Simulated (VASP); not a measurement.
# Ru (P6/mmm) in VASP: a series of runs

Runs on Ru. Level: RPBE. Tasks: single point.

All numbers are computed with VASP 6.6.1; they aren't measurements. Logs are shortened: lines on timing, memory, paths and dates and some standing lists are left out, and cuts for length are marked.

## 1. The cell of the first run

Symmetry: P6/mmm, No. 191, hexagonal system. The conventional cell has a = 4.232 Å, b = 4.232 Å, c = 2.661 Å, α = 90.00°, β = 90.00°, γ = 120.00°. Within 3.5 Å of Ru (site symmetry 6/mmm) lie 14 Ru at 2.66 to 2.78 Å. Within 3.2 Å of Ru (site symmetry -6m2) lie 11 Ru at 2.44 to 2.78 Å.

This isn't the form of Ru at room conditions, which is hcp.

## 2. Single point, RPBE (13.76 Å³/atom)

INCAR reads:

```
PREC = Accurate ; ENCUT = 520
EDIFF = 1E-6 ; ISMEAR = -1
SIGMA = 0.1 ; LREAL = F
LASPH = T ; NELM = 100
ALGO = Normal ; ISIF = 2
LWAVE = F ; LCHARG = F
GGA = RP ; NBANDS = 28
```

KPOINTS reads:

```
Automatic mesh
0
Gamma
  10 10 13
```

POSCAR reads:

```
Ru
1.0
    4.2321283724      0.0000000000      0.0000000000
   -2.1160641862      3.6651306826      0.0000000000
    0.0000000000      0.0000000000      2.6613087818
Ru
3
Direct
    1.0000000000      0.0000000000      0.0000000000
    0.3333333333      0.6666666667      0.5000000000
    0.6666666667      0.3333333333      0.5000000000
```

Potentials or basis: VASP PAW PBE potentials, release 64 (Ru_pv).

Command:

```console
$ cat potpaw_PBE.64/Ru_pv/POTCAR > POTCAR
$ mpirun -np 1 vasp_std > vasp.out
```

OUTCAR:

```text
PREC = Accurate
   ENCUT = 520
   EDIFF = 1E-6
   ISMEAR = -1
   LREAL = F
   LASPH = T
   NELM = 100
   ISIF = 2
   GGA = RP

 ion  position               nearest neighbor table
   1  0.000  0.000  0.000-   2 2.78   3 2.78   2 2.78   3 2.78   3 2.78   3 2.78   2 2.78   2 2.78
                             3 2.78   3 2.78   2 2.78   2 2.78
   2  0.333  0.667  0.500-   3 2.44   3 2.44   3 2.44   1 2.78   1 2.78   1 2.78   1 2.78   1 2.78
                             1 2.78
   3  0.667  0.333  0.500-   2 2.44   2 2.44   2 2.44   1 2.78   1 2.78   1 2.78   1 2.78   1 2.78
                             1 2.78

  LATTYP: Found a hexagonal cell.
 ALAT       =     4.2321283724
 C/A-ratio  =     0.6288346070

  Lattice vectors:

 A1 = (   4.2321283724,   0.0000000000,   0.0000000000)
 A2 = (  -2.1160641862,   3.6651306826,   0.0000000000)
 A3 = (   0.0000000000,   0.0000000000,   2.6613087818)

Analysis of symmetry for initial positions (statically):
=====================================================================
 Subroutine PRICEL returns:
 Original cell was already a primitive cell.

 Routine SETGRP: Setting up the symmetry group for a
 hexagonal supercell.

 Subroutine GETGRP returns: Found 24 space group operations
 (whereof 24 operations were pure point group operations)
 out of a pool of 24 trial point group operations.

The static configuration has the point symmetry D_6h.

Analysis of symmetry for dynamics (positions and initial velocities):
=====================================================================
 Subroutine PRICEL returns:
 Original cell was already a primitive cell.

 Routine SETGRP: Setting up the symmetry group for a
 hexagonal supercell.

 Subroutine GETGRP returns: Found 24 space group operations
 (whereof 24 operations were pure point group operations)
 out of a pool of 24 trial point group operations.

The dynamic configuration has the point symmetry D_6h.

 Subroutine INISYM returns: Found 24 space group operations
 (whereof 24 operations are pure point group operations),
 and found     1 'primitive' translations

----------------------------------------------------------------------------------------

                                     Primitive cell

  volume of cell :      41.2804

[... 80 lines left out ...]
 SYSTEM =  unknown system
   PREC   = accura    normal or accurate (medium, high low for compatibility)
   ISTART =      0    job   : 0-new  1-cont  2-samecut
   ICHARG =      2    charge: 1-file 2-atom 10-const
   ISPIN  =      1    spin polarized calculation?
   LNONCOLLINEAR =      F non collinear calculations
   LSORBIT =      F    spin-orbit coupling
   LASPH  =      T    aspherical Exc in radial PAW
   ENCUT  =  520.0 eV  38.22 Ry    6.18 a.u.   7.87  7.87  4.95*2*pi/ulx,y,z
   NELM   =    100;   NELMIN=  2; NELMDL= -5     # of ELM steps
   EDIFF  = 0.1E-05   stopping-criterion for ELM
   LREAL  =      F    real-space projection
   EDIFFG = 0.1E-04   stopping-criterion for IOM
   NSW    =      0    number of steps for IOM
   IBRION =     -1    ionic relax: 0-MD 1-quasi-New 2-CG
   NFREE  =      0    steps in history (QN), initial steepest desc. (CG)
   ISIF   =      2    stress and relaxation
   ISYM   =      2    0-nonsym 1-usesym 2-fastsym
   POTIM  = 0.5000    time-step for ionic-motion
   TEBEG  =    0.0;   TEEND  =   0.0 temperature during run
   PSTRESS=    0.0 pullay stress
   NELECT =      42.0000    total number of electrons
   NUPDOWN=      -1.0000    fix difference up-down
   EMIN   =  10.00;   EMAX   =-10.00  energy-range for DOS
   EFERMI =   0.00;   METHOD = LEGACY
   ISMEAR =    -1;   SIGMA  =   0.10  broadening in eV -4-tet -1-fermi 0-gaus
   EFERMI_NEDOS =   21; number of points for ismear=-14 and -15
   IALGO  =     38    algorithm
   IMIX   =      4    mixing-type and parameters
     AMIX     =   0.40;   BMIX     =  1.00
     AMIX_MAG =   1.60;   BMIX_MAG =  1.00
  volume/ion in A,a.u.               =      13.76        92.86
  Fermi-wavevector in a.u.,A,eV,Ry     =   1.646557  3.111541 36.887429  2.711150
  Thomas-Fermi vector in A             =   2.736165
   LORBIT       =      0    0 simple, 1 ext, 2 COOP (PROOUT), +10 PAW based schemes
   GGA     = RP    functional components
   LHFCALC =     F    Hartree Fock is set to
   AEXX    =    0.0000 exact exchange contribution
   IVDW    =     0    specifies the selected vdW correction
   LEPSILON=     F    determine dielectric tensor
   LRPA    =     F    only Hartree local field effects (RPA)
 non-spin polarized calculation
  energy-cutoff  :      520.00
  volume of cell :       41.28
 maximum number of plane-waves:      1128
 NGX is ok and might be reduce to    32
   NGX = 15   NGY = 15   NGZ =  9

 number of electron      41.9999999 magnetization

 Free energy of the ion-electron system (eV)
  ---------------------------------------------------
  ext. energy  EPLUGINS =         0.00000000
  ---------------------------------------------------
  free energy    TOTEN  =       -25.00748594 eV

  energy without entropy =      -24.89425435  energy(sigma->0) =      -24.95087015

 E-fermi :  12.8612     XC(G=0): -13.9426

 val. band max:       12.8488271429   @ k =   0.5000   0.0000   0.3077
 cond. band min:      12.8640502904   @ k =   0.1000   0.0000   0.2308
 fundamental gap:      0.0152231475
 Fermi energy:        12.8611694102

 k-point     1 :       0.0000    0.0000    0.0000
  band No.  band energies     occupation
      1     -30.7947      2.00000
      2     -30.7947      2.00000
      3     -30.3813      2.00000
      4     -30.3813      2.00000
      5     -30.0895      2.00000
      6     -29.8212      2.00000
[... 733 lines left out ...]
     27      15.5227      0.00000
     28      23.2789      0.00000

 [... further k-points ...]
[... 5 lines left out ...]
  --------------------------------------------------------------------------------------
  -------------------------------------------------------------------------------------
  Total        3.3212775      3.3212775      3.0184342      0.0000000     -0.0000000      0.0000000
  in kB      128.9057180    128.9057180    117.1517387      0.0000000     -0.0000000      0.0000000
  external PRESSURE =     124.9877249 kB  Pullay stress =       0.0000000 kB

 VOLUME and BASIS-vectors are now :
 -----------------------------------------------------------------------------
  energy-cutoff  :      520.00
  volume of cell :       41.28
      direct lattice vectors                 reciprocal lattice vectors
     4.232128372  0.000000000  0.000000000     0.236287729  0.136420784  0.000000000
    -2.116064186  3.665130683  0.000000000     0.000000000  0.272841567  0.000000000
     0.000000000  0.000000000  2.661308782     0.000000000  0.000000000  0.375754969

 POSITION                                       TOTAL-FORCE (eV/Angst)
 -----------------------------------------------------------------------------------
      0.00000      0.00000      0.00000        -0.000000      0.000000      0.000000
     -0.00000      2.44342      1.33065         0.000000      0.000000     -0.000000
      2.11606      1.22171      1.33065        -0.000000      0.000000      0.000000
 -----------------------------------------------------------------------------------
    total drift:                               -0.000000      0.000000      0.000000

  FREE ENERGIE OF THE ION-ELECTRON SYSTEM (eV)
  ---------------------------------------------------
  free  energy   TOTEN  =       -25.0074859415 eV

  energy  without entropy=      -24.8942543523  energy(sigma->0) =      -24.95087015
```

OSZICAR:

```text
N       E                     dE             d eps       ncg     rms          rms(c)
DAV:   1     0.483283938011E+03    0.48328E+03   -0.25446E+04  5496   0.165E+03
DAV:   2    -0.135971119330E+02   -0.49688E+03   -0.48459E+03  5768   0.508E+02
DAV:   3    -0.265560204801E+02   -0.12959E+02   -0.12671E+02  5992   0.894E+01
DAV:   4    -0.266977797098E+02   -0.14176E+00   -0.14163E+00  6948   0.854E+00
DAV:   5    -0.267003085506E+02   -0.25288E-02   -0.25287E-02  6188   0.106E+00    0.211E+01
DAV:   6    -0.252059374857E+02    0.14944E+01   -0.46614E+00  5912   0.183E+01    0.710E+00
DAV:   7    -0.258312140010E+02   -0.62528E+00   -0.60604E+00  5948   0.220E+01    0.848E+00
DAV:   8    -0.250127230421E+02    0.81849E+00   -0.31805E+00  5832   0.110E+01    0.135E+00
DAV:   9    -0.250075179629E+02    0.52051E-02   -0.29518E-02  6088   0.133E+00    0.197E-01
DAV:  10    -0.250074868867E+02    0.31076E-04   -0.18735E-03  6956   0.373E-01    0.711E-02
DAV:  11    -0.250074826610E+02    0.42257E-05   -0.49033E-05  6232   0.651E-02    0.290E-02
DAV:  12    -0.250074873325E+02   -0.46715E-05   -0.63777E-06  5620   0.235E-02    0.555E-03
DAV:  13    -0.250074863232E+02    0.10093E-05   -0.54396E-07  3808   0.760E-03    0.110E-03
DAV:  14    -0.250074859415E+02    0.38164E-06   -0.10119E-07  3652   0.307E-03
   1 F= -.25007486E+02 E0= -.24950870E+02  d E =-.113232E+00
```

It took 31 s on 1 thread of Intel Xeon 6975P-C (Granite Rapids), shared host; peak memory 0.21 GiB.

What came out:

| Quantity | Value |
| --- | --- |
| Free energy | -25.0075 eV |
| Pressure | 12.5 GPa |
| Band gap on the k mesh | zero (bands 21 and 22 overlap by 2.37 eV) |

Levels at points of the mesh, in eV from the Fermi level:
| k point | band 19 | band 20 | band 21 | band 22 | band 23 | band 24 |
| --- | --- | --- | --- | --- | --- | --- |
| (0.00, 0.00, 0.00) | -2.16 | -1.46 | -1.46 | -1.35 | -1.35 | 1.69 |
| (0.50, 0.00, 0.00) | -1.20 | -1.12 | 0.41 | 0.80 | 0.82 | 0.85 |

Caveat: the cell stands under pressure; the PAW data sets were made with another functional, which shifts forces and pressure a little.

(Part 1 of 2 ends here.)
